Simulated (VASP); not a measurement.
# As in VASP: single point with r2SCAN+rVV10

Aim: the single point of As with r2SCAN+rVV10.

Everything below comes from runs of VASP 6.6.1. Logs are shortened: lines on timing, memory, paths and dates and some standing lists are left out, and cuts for length are marked.

### Step 1. The cell of the first run

The cell holds a slab with vacuum, 2 atoms: a = 3.619 Å, b = 3.619 Å, c = 22.500 Å, α = 90.00°, β = 90.00°, γ = 120.00°.

### Step 2. Single point, r2SCAN+rVV10

Input file POSCAR:

```
As
1.0
    3.6188152177      0.0000000000      0.0000000000
   -1.8094076088      3.1339859101      0.0000000000
    0.0000000000      0.0000000000     22.5000000000
As
2
Direct
    0.6666666667      0.3333333333      0.6187340410
    0.0000000000      0.0000000000      0.6790868125
```

Input file INCAR.step1:

```
PREC = Accurate ; ENCUT = 440
ISMEAR = 0 ; SIGMA = 0.04
LREAL = F ; LASPH = T
NELM = 120 ; LDIPOL = T
IDIPOL = 3 ; DIPOL = 0.5 0.5 0.649
NBANDS = 22 ; GGA = PE
ALGO = Normal ; EDIFF = 1E-5
LWAVE = T ; LCHARG = F
GGA_COMPAT = F ; NELMDL = -8
```

Input file INCAR.step2:

```
PREC = Accurate ; ENCUT = 440
EDIFF = 1E-6 ; ISMEAR = 0
SIGMA = 0.04 ; LREAL = F
LASPH = T ; NELM = 120
ALGO = Normal ; ISIF = 2
LWAVE = F ; LCHARG = F
LDIPOL = T ; IDIPOL = 3
DIPOL = 0.5 0.5 0.649 ; METAGGA = R2SCAN
LMIXTAU = T ; LUSE_VDW = T
IVDW_NL = 2 ; BPARAM = 11.95
CPARAM = 0.0093 ; NBANDS = 22
ISTART = 1 ; GGA_COMPAT = F
```

Input file KPOINTS:

```
regular mesh
0
Gamma
  12 12 1
```

Potentials or basis: VASP PAW PBE potentials, release 64 (As_d).

Command:

```bash
> cat potpaw_PBE.64/As_d/POTCAR > POTCAR
> cp INCAR.step1 INCAR
> mpirun -np 1 vasp_std > vasp.out
> cp INCAR.step2 INCAR
> mpirun -np 1 vasp_std > vasp.out
```

OUTCAR:

```text
PREC = Accurate
   ENCUT = 440
   EDIFF = 1E-6
   ISMEAR = 0
   LREAL = F
   LASPH = T
   NELM = 120
   ISIF = 2
   METAGGA = R2SCAN
   IVDW_NL = 2
   BPARAM = 11.95
   ISTART = 1

 ion  position               nearest neighbor table
   1  0.667  0.333  0.619-   2 2.49   2 2.49   2 2.49
   2  0.000  0.000  0.679-   1 2.49   1 2.49   1 2.49

  LATTYP: Found a hexagonal cell.
 ALAT       =     3.6188152177
 C/A-ratio  =     6.2175045274

  Lattice vectors:

 A1 = (   3.6188152177,   0.0000000000,   0.0000000000)
 A2 = (  -1.8094076088,   3.1339859101,   0.0000000000)
 A3 = (   0.0000000000,   0.0000000000,  22.5000000000)

Analysis of symmetry for initial positions (statically):
=====================================================================
 Subroutine PRICEL returns:
 Original cell was already a primitive cell.

 Routine SETGRP: Setting up the symmetry group for a
 hexagonal supercell.

 Subroutine GETGRP returns: Found 12 space group operations
 (whereof  6 operations were pure point group operations)
 out of a pool of 24 trial point group operations.

The static configuration has the point symmetry C_3v.
 The point group associated with its full space group is D_3d.

Analysis of symmetry for dynamics (positions and initial velocities):
=====================================================================
 Subroutine PRICEL returns:
 Original cell was already a primitive cell.

 Routine SETGRP: Setting up the symmetry group for a
 hexagonal supercell.

 Subroutine GETGRP returns: Found 12 space group operations
 (whereof  6 operations were pure point group operations)
 out of a pool of 24 trial point group operations.

The dynamic configuration has the point symmetry C_3v.
 The point group associated with its full space group is D_3d.

 Subroutine INISYM returns: Found 12 space group operations
 (whereof  6 operations are pure point group operations),
 and found     1 'primitive' translations

----------------------------------------------------------------------------------------

                                     Primitive cell

  volume of cell :     255.1796

  direct lattice vectors                    reciprocal lattice vectors
     3.618815218  0.000000000  0.000000000     0.276333535  0.159541241  0.000000000
    -1.809407609  3.133985910  0.000000000     0.000000000  0.319082481  0.000000000
     0.000000000  0.000000000 22.500000000     0.000000000  0.000000000  0.044444444

[... 80 lines left out ...]
   NSW    =      0    number of steps for IOM
   IBRION =     -1    ionic relax: 0-MD 1-quasi-New 2-CG
   NFREE  =      0    steps in history (QN), initial steepest desc. (CG)
   ISIF   =      2    stress and relaxation
   ISYM   =      2    0-nonsym 1-usesym 2-fastsym
   POTIM  = 0.5000    time-step for ionic-motion
   TEBEG  =    0.0;   TEEND  =   0.0 temperature during run
   PSTRESS=    0.0 pullay stress
   NELECT =      30.0000    total number of electrons
   NUPDOWN=      -1.0000    fix difference up-down
   EMIN   =  10.00;   EMAX   =-10.00  energy-range for DOS
   EFERMI =   0.00;   METHOD = LEGACY
   ISMEAR =     0;   SIGMA  =   0.04  broadening in eV -4-tet -1-fermi 0-gaus
   EFERMI_NEDOS =   21; number of points for ismear=-14 and -15
   IALGO  =     38    algorithm
   IMIX   =      4    mixing-type and parameters
     AMIX     =   0.40;   BMIX     =  1.00
     AMIX_MAG =   1.60;   BMIX_MAG =  1.00
  volume/ion in A,a.u.               =     127.59       861.02
  Fermi-wavevector in a.u.,A,eV,Ry     =   0.801986  1.515533  8.751008  0.643181
  Thomas-Fermi vector in A             =   1.909577
   LORBIT       =      0    0 simple, 1 ext, 2 COOP (PROOUT), +10 PAW based schemes
   METAGGA = R2SCAN    functional components
   LHFCALC =     F    Hartree Fock is set to
   AEXX    =    0.0000 exact exchange contribution
   IVDW_NL    =     2    kernel type
   BPARAM     =11.9500
   IVDW    =     0    specifies the selected vdW correction
   LEPSILON=     F    determine dielectric tensor
   LRPA    =     F    only Hartree local field effects (RPA)
 non-spin polarized calculation
 Gauss-broadening in eV      SIGMA  =   0.04
  energy-cutoff  :      440.00
  volume of cell :      255.18
 maximum number of plane-waves:      5376
 NGX is ok and might be reduce to    28
   NGX = 13   NGY = 13   NGZ = 77

 number of electron      30.0000005 magnetization

 dipolmoment           0.000000      0.000000     -0.000003 electrons x Angstroem

 Free energy of the ion-electron system (eV)
  ---------------------------------------------------
  ext. energy  EPLUGINS =         0.00000000
  ---------------------------------------------------
  free energy    TOTEN  =       -28.39750445 eV

  energy without entropy =      -28.39750445  energy(sigma->0) =      -28.39750445

 E-fermi :  -4.2182     XC(G=0):  -2.4175

 val. band max:       -4.4867037797   @ k =   0.0000   0.0000   0.0000
 cond. band min:      -2.4199952270   @ k =   0.3333   0.0000   0.0000
 fundamental gap:      2.0667085528
 Fermi energy:        -4.2181652419

 k-point     1 :       0.0000    0.0000    0.0000
  band No.  band energies     occupation
      1     -40.2520      2.00000
      2     -40.2520      2.00000
      3     -40.2074      2.00000
      4     -40.2074      2.00000
      5     -40.1469      2.00000
      6     -40.1242      2.00000
[... 464 lines left out ...]
     21       5.1756      0.00000
     22       5.9971      0.00000

------------------------ aborting loop because EDIFF is reached ----------------------------------------

 vacuum level on the upper side and lower side of the slab       (xc-potential included)         0.046         0.044

  FORCE on cell =-STRESS in cart. coord.  units (eV):
  Direction    XX          YY          ZZ          XY          YZ          ZX
  --------------------------------------------------------------------------------------
  -------------------------------------------------------------------------------------
  Total       -0.8370176     -0.8370176     -0.0311687     -0.0000000      0.0000000      0.0000000
  in kB       -5.2553206     -5.2553206     -0.1956967     -0.0000000      0.0000000      0.0000000
  external PRESSURE =      -3.5687793 kB  Pullay stress =       0.0000000 kB

 VOLUME and BASIS-vectors are now :
 -----------------------------------------------------------------------------
  energy-cutoff  :      440.00
  volume of cell :      255.18
      direct lattice vectors                 reciprocal lattice vectors
     3.618815218  0.000000000  0.000000000     0.276333535  0.159541241  0.000000000
    -1.809407609  3.133985910  0.000000000     0.000000000  0.319082481  0.000000000
     0.000000000  0.000000000 22.500000000     0.000000000  0.000000000  0.044444444

 POSITION                                       TOTAL-FORCE (eV/Angst)
 -----------------------------------------------------------------------------------
      1.80941      1.04466     13.92152         0.000000      0.000000     -0.037469
      0.00000      0.00000     15.27945         0.000000     -0.000000      0.037469
 -----------------------------------------------------------------------------------
    total drift:                               -0.000001      0.000001     -0.000351

  FREE ENERGIE OF THE ION-ELECTRON SYSTEM (eV)
  ---------------------------------------------------
  free  energy   TOTEN  =       -28.3975044519 eV

  energy  without entropy=      -28.3975044519  energy(sigma->0) =      -28.39750445

 vacuum level on the upper side and lower side of the slab         1.435         1.435
```

OUTCAR.step1:

```text
PREC = Accurate
   ENCUT = 440
   ISMEAR = 0
   LREAL = F
   LASPH = T
   NELM = 120
   GGA = PE
[... 697 lines left out ...]
      1.80941      1.04466     13.92152        -0.000000      0.000000     -0.404857
      0.00000      0.00000     15.27945         0.000000      0.000000      0.404857
 -----------------------------------------------------------------------------------
    total drift:                               -0.000001      0.000001      0.004739

  FREE ENERGIE OF THE ION-ELECTRON SYSTEM (eV)
  ---------------------------------------------------
  free  energy   TOTEN  =        -9.3526211796 eV

  energy  without entropy=       -9.3526211796  energy(sigma->0) =       -9.35262118

 vacuum level on the upper side and lower side of the slab         1.383         1.381
```

OSZICAR.step1:

```text
N       E                     dE             d eps       ncg     rms          rms(c)
DAV:   1     0.232464723670E+03    0.23246E+03   -0.15224E+04  1048   0.319E+03
DAV:   2     0.296033919320E+02   -0.20286E+03   -0.19234E+03   904   0.749E+02
DAV:   3    -0.733855185241E+01   -0.36942E+02   -0.36742E+02  1282   0.150E+02
DAV:   4    -0.927213164382E+01   -0.19336E+01   -0.19309E+01  1030   0.466E+01
DAV:   5    -0.941611297383E+01   -0.14398E+00   -0.14398E+00  1408   0.126E+01
DAV:   6    -0.942006223655E+01   -0.39493E-02   -0.39492E-02  1208   0.174E+00
DAV:   7    -0.942038549788E+01   -0.32326E-03   -0.32326E-03  1466   0.525E-01
DAV:   8    -0.942040335778E+01   -0.17860E-04   -0.17860E-04  1072   0.105E-01    0.402E+00
DAV:   9    -0.937598381759E+01    0.44420E-01   -0.17555E-02  1336   0.176E+00    0.239E+00
DAV:  10    -0.935245794134E+01    0.23526E-01   -0.38550E-02  1362   0.209E+00    0.144E-01
DAV:  11    -0.935275707631E+01   -0.29913E-03   -0.43017E-03  1042   0.974E-01    0.500E-02
DAV:  12    -0.935266242198E+01    0.94654E-04   -0.60919E-04  1190   0.237E-01    0.187E-02
DAV:  13    -0.935262071267E+01    0.41709E-04   -0.99174E-05  1082   0.140E-01    0.924E-03
DAV:  14    -0.935262117960E+01   -0.46693E-06   -0.22396E-05   834   0.582E-02
   1 F= -.93526212E+01 E0= -.93526212E+01  d E =-.103014E-17
```

Wall time 17 min (1 thread of Intel Xeon Platinum 8259CL at 2.50GHz (Skylake/Cascade Lake), shared host); peak memory 0.83 GiB.

What came out:

| Property | Result |
| --- | --- |
| Free energy | -28.3975 eV |
| Largest force | 0.037 eV/Å |
| Band gap on the k mesh | 2.07 eV (least direct gap 2.32 eV) |

Forces on the atoms (eV/Å):
```
As   0.000  0.000 -0.037
As   0.000  0.000  0.037
```

Levels at points of the mesh, in eV from the valence-band top:
```
           k point  band 12  band 13  band 14  band 15  band 16  band 17  band 18  band 19
(0.00, 0.00, 0.00)    -7.08    -0.22     0.00     0.00     2.34     3.83     3.83     5.71
(0.50, 0.00, 0.00)    -9.30    -3.28    -1.94    -1.35     2.37     3.77     5.05     7.11
```

Caveat: the PAW data sets were made with another functional, which shifts forces and pressure a little.
